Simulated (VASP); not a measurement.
Hf: single point with r2SCAN

Hf:

```
CELL_PARAMETERS angstrom
3.19873 0.00000 0.00000
-1.59937 2.77018 0.00000
0.00000 0.00000 5.05050
ATOMIC_POSITIONS crystal
Hf 0.33333 0.66667 0.25000
Hf 0.66667 0.33333 0.75000
```

| Quantity | Value |
| --- | --- |
| Program | VASP 6.6.1 |
| Task | single point |
| Functional | r2SCAN |
| Potentials or basis | VASP PAW PBE potentials, release 64 (Hf_pv) |
| Cutoff | 520 eV |
| k mesh | 12 × 12 × 7 |
| Occupations | fermi-dirac, width 0.1 eV |
| Spin | no spin polarisation |
| Dipole correction | no |
| Further INCAR settings | ALGO = Normal; EDIFF = 1e-06; NBANDS = 17 |

The pressure is -0.6 GPa and the band gap on the k mesh is zero (bands 10 and 11 overlap by 1.78 eV).

Stress tensor (GPa, compression positive):
```
-0.59  0.00  0.00
 0.00 -0.59  0.00
 0.00  0.00 -0.74
```

Levels at points of the mesh, in eV from the Fermi level:
| k point | band 8 | band 9 | band 10 | band 11 | band 12 | band 13 |
| --- | --- | --- | --- | --- | --- | --- |
| (0.00, 0.00, 0.00) | -3.83 | 0.43 | 1.34 | 1.34 | 1.67 | 2.22 |
| (0.50, 0.00, 0.00) | -2.84 | -2.31 | -1.01 | 0.95 | 0.98 | 1.84 |

Wall time 3.4 min on 1 thread of Intel Xeon 8259CL (shared host), peak memory 0.2 GiB.

Caveat: the PAW data sets were made with another functional, which shifts forces and pressure a little; spin-orbit coupling is left out, which moves the levels of the heavy elements.
